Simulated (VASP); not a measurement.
# BN (P6_3/mmc) in VASP: notebook, part 2 of 2

VASP 6.6.1.

### Step 3. Single point, PBE (equal xx and yy strain of +1 %)

INCAR reads:

```
  PREC = Accurate
  ENCUT = 520
  EDIFF = 1E-6
  ISMEAR = -1
  SIGMA = 0.02
  LREAL = False
  LASPH = True
  NELM = 100
  ALGO = Normal
  ISIF = 2
  LWAVE = False
  LCHARG = False
  GGA = PE
  NBANDS = 16
```

KPOINTS reads:

```
Automatic mesh
0
Gamma
  11 11 4
```

POSCAR reads:

```
BN
1.0
    2.5290316213      0.0000000000      0.0000000000
   -1.2645158107      2.1902056311      0.0000000000
    0.0000000000      0.0000000000      6.6612000000
B N
2 2
Direct
    0.3333333333      0.6666666667      0.2500000000
    0.6666666667      0.3333333333      0.7500000000
    0.3333333333      0.6666666667      0.7500000000
    0.6666666667      0.3333333333      0.2500000000
```

Potentials or basis: VASP PAW PBE potentials, release 64 (B, N).

The run is started by

```console
$ cat potpaw_PBE.64/B/POTCAR potpaw_PBE.64/N/POTCAR > POTCAR
$ mpirun -np 1 vasp_std > vasp.out
```

Run time: 41 s. Hardware: 1 thread of Intel Xeon 8259CL, shared host; peak memory 0.16 GiB.

The run converged. Its results:

```yaml
Free_energy: -35.1484 eV
Pressure: -3.6 GPa
Band_gap_on_the_k_mesh: 4.28 eV, indirect (least direct gap 4.59 eV)
```

Stress tensor (GPa, compression positive):
```
-6.65  0.00  0.00
 0.00 -6.65  0.00
 0.00  0.00  2.64
```

Levels at points of the mesh, in eV from the valence-band top:
| k point | band 5 | band 6 | band 7 | band 8 | band 9 | band 10 | band 11 | band 12 |
| --- | --- | --- | --- | --- | --- | --- | --- | --- |
| (0.00, 0.00, 0.00) | -1.39 | -1.39 | -1.36 | -1.36 | 5.21 | 10.14 | 11.27 | 11.27 |
| (0.00, 0.00, 0.50) | -1.38 | -1.38 | -1.38 | -1.38 | 7.52 | 7.52 | 11.33 | 11.33 |

Caveat: the cell differs from its parent crystal (equal xx and yy strain of +1 %); this functional lacks dispersion, which binds the layers, so the pressure and a relaxed spacing across them are unreliable. A k mesh can miss the band edges.

### Step 4. Single point, PBE (zz strain of -3 %)

INCAR reads:

```
ALGO = Normal ; EDIFF = 1E-6
ENCUT = 520 ; GGA = PE
ISIF = 2 ; ISMEAR = -1
LASPH = True ; LCHARG = False
LREAL = False ; LWAVE = False
NBANDS = 16 ; NELM = 100
PREC = Accurate ; SIGMA = 0.02
```

KPOINTS reads:

```
k-points
0
Gamma
  11 11 4
```

POSCAR reads:

```
BN
1.0
    2.5039917043      0.0000000000      0.0000000000
   -1.2519958522      2.1685204268      0.0000000000
    0.0000000000      0.0000000000      6.4613640000
B N
2 2
Direct
    0.3333333333      0.6666666667      0.2500000000
    0.6666666667      0.3333333333      0.7500000000
    0.3333333333      0.6666666667      0.7500000000
    0.6666666667      0.3333333333      0.2500000000
```

Potentials or basis: VASP PAW PBE potentials, release 64 (B, N).

The run is started by

```console
$ cat potpaw_PBE.64/B/POTCAR potpaw_PBE.64/N/POTCAR > POTCAR
$ mpirun -np 1 vasp_std > vasp.out
```

OUTCAR:

```text
EDIFF = 1E-6
   ENCUT = 520
   GGA = PE
   ISIF = 2
   ISMEAR = -1
   LASPH = True
   LREAL = False
   NELM = 100
   PREC = Accurate

 ion  position               nearest neighbor table
   1  0.333  0.667  0.250-   4 1.45   4 1.45   4 1.45
   2  0.667  0.333  0.750-   3 1.45   3 1.45   3 1.45
   3  0.333  0.667  0.750-   2 1.45   2 1.45   2 1.45
   4  0.667  0.333  0.250-   1 1.45   1 1.45   1 1.45

  LATTYP: Found a hexagonal cell.
 ALAT       =     2.5039917043
[... 655 lines left out ...]
  FORCE on cell =-STRESS in cart. coord.  units (eV):
  Direction    XX          YY          ZZ          XY          YZ          ZX
  --------------------------------------------------------------------------------------
  -------------------------------------------------------------------------------------
  Total        0.8527632      0.8527632      0.8481804     -0.0000000      0.0000000      0.0000000
  in kB       38.9420160     38.9420160     38.7327405     -0.0000000      0.0000000      0.0000000
  external PRESSURE =      38.8722575 kB  Pullay stress =       0.0000000 kB

 VOLUME and BASIS-vectors are now :
 -----------------------------------------------------------------------------
  energy-cutoff  :      520.00
  volume of cell :       35.08
      direct lattice vectors                 reciprocal lattice vectors
     2.503991704  0.000000000  0.000000000     0.399362345  0.230571958  0.000000000
    -1.251995852  2.168520427  0.000000000     0.000000000  0.461143915  0.000000000
     0.000000000  0.000000000  6.461364000     0.000000000  0.000000000  0.154766083

 POSITION                                       TOTAL-FORCE (eV/Angst)
 -----------------------------------------------------------------------------------
     -0.00000      1.44568      1.61534         0.000000      0.000000      0.000000
      1.25200      0.72284      4.84602        -0.000000     -0.000000      0.000000
     -0.00000      1.44568      4.84602         0.000000      0.000000      0.000000
      1.25200      0.72284      1.61534         0.000000     -0.000000      0.000000
 -----------------------------------------------------------------------------------
    total drift:                                0.000000     -0.000000      0.000000

  FREE ENERGIE OF THE ION-ELECTRON SYSTEM (eV)
  ---------------------------------------------------
  free  energy   TOTEN  =       -35.1316436057 eV

  energy  without entropy=      -35.1316436057  energy(sigma->0) =      -35.13164361
```

Wall time 24 s (1 thread of Intel Xeon 8259CL, shared host); peak memory 0.15 GiB.

Results:

- Free energy: -35.1316 eV
- Pressure: 3.9 GPa
- Band gap on the k mesh: 4.29 eV, indirect (least direct gap 4.61 eV)

Caveat: the cell differs from its parent crystal (zz strain of -3 %); this functional lacks dispersion, which binds the layers, so the pressure and a relaxed spacing across them are unreliable. A k mesh can miss the band edges.

### Step 5. Single point, PBE (zz strain of -1 %)

INCAR reads:

```
  PREC = Accurate
  ENCUT = 520
  EDIFF = 1E-6
  ISMEAR = -1
  SIGMA = 0.02
  LREAL = False
  LASPH = True
  NELM = 60
  ALGO = Normal
  ISIF = 2
  LWAVE = False
  LCHARG = False
  GGA = PE
  NBANDS = 16
```

KPOINTS reads:

```
Automatic mesh
0
Gamma
  11 11 4
```

Changes to POSCAR since step 4:

```diff
@@ -4,3 +4,3 @@
    -1.2519958522      2.1685204268      0.0000000000
-    0.0000000000      0.0000000000      6.4613640000
+    0.0000000000      0.0000000000      6.5945880000
 B N
```

The run is started by

```console
$ cat potpaw_PBE.64/B/POTCAR potpaw_PBE.64/N/POTCAR > POTCAR
$ mpirun -np 1 vasp_std > vasp.out
```

Wall time 29 s (1 thread of Intel Xeon 8259CL, shared host); peak memory 0.16 GiB.

It converged, with:

- Free energy: -35.1479 eV
- Pressure: 3.5 GPa
- Band gap on the k mesh: 4.32 eV, indirect (least direct gap 4.67 eV)

Stress tensor (GPa, compression positive):
```
3.79 0.00 0.00
0.00 3.79 0.00
0.00 0.00 3.06
```

Levels at points of the mesh, in eV from the valence-band top:
```csv
k point,band 5,band 6,band 7,band 8,band 9,band 10,band 11,band 12
"(0.00, 0.00, 0.00)",-1.36,-1.36,-1.32,-1.32,5.27,10.37,11.51,11.51
"(0.00, 0.00, 0.50)",-1.34,-1.34,-1.34,-1.34,7.68,7.68,11.58,11.58
```

Caveat: the cell differs from its parent crystal (zz strain of -1 %); this functional lacks dispersion, which binds the layers, so the pressure and a relaxed spacing across them are unreliable. A k mesh can miss the band edges.

### Step 6. The runs side by side

| cell | gap on the mesh (eV) | pressure (GPa) |
| --- | --- | --- |
| a = 2.454, b = 2.454, c = 6.661 Å, angles 90.0, 90.0, 120.0°, 4 atoms | 4.44 | 19.5 |
| a = 2.529, b = 2.529, c = 6.661 Å, angles 90.0, 90.0, 120.0°, 4 atoms | 4.28 | -3.6 |
| a = 2.504, b = 2.504, c = 6.461 Å, angles 90.0, 90.0, 120.0°, 4 atoms | 4.29 | 3.9 |
| a = 2.504, b = 2.504, c = 6.595 Å, angles 90.0, 90.0, 120.0°, 4 atoms | 4.32 | 3.5 |

Alike in all rows: task single point; level PBE; potentials or basis VASP PAW PBE potentials, release 64 (B, N); no spin polarisation; k mesh 11 × 11 × 4; cutoff (eV) 520; smearing fermi-dirac 0.02 eV.

Caveats: this functional lacks dispersion, which binds the layers, so the pressure and a relaxed spacing across them are unreliable.

Absolute energies hang on the potentials; compare differences alone.
